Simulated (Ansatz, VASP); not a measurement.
**Ir in VASP and in Ansatz**

```xyz
1
Lattice="0.0000 1.9152 1.9152 1.9152 0.0000 1.9152 1.9152 1.9152 0.0000" Properties=species:S:1:pos:R:3 pbc="T T T"
Ir    0.0000    0.0000    0.0000
```

Alike in both runs: functional PBEsol; k mesh 18 × 18 × 18; occupations gaussian, width 0.1 eV; no spin polarisation.

Ansatz relaxed the structure, and its values are those at the end. VASP's run is a single point on that final structure, the one shown.

|  | VASP | Ansatz |
| --- | --- | --- |
| version | VASP 6.6.1 | Ansatz 0.2.0 |
| potentials or method | VASP PAW PBE potentials, release 64 (Ir_sv_GW), cutoff 500 eV | scalar-relativistic, plane waves, PAW |
| valence electrons in the cell | 17 | 17 |

|  | VASP | Ansatz | Ansatz less VASP |
| --- | --- | --- | --- |
| gap on the k mesh at the Fermi level (eV) | none | none | - |
| pressure (GPa) | -3.3 | 0.0 | +3.28 |

VASP's potentials were made for PBE, not for PBEsol. A gap of «none» marks a metal or a gap that the smearing closes.

Spin-orbit coupling is off throughout.
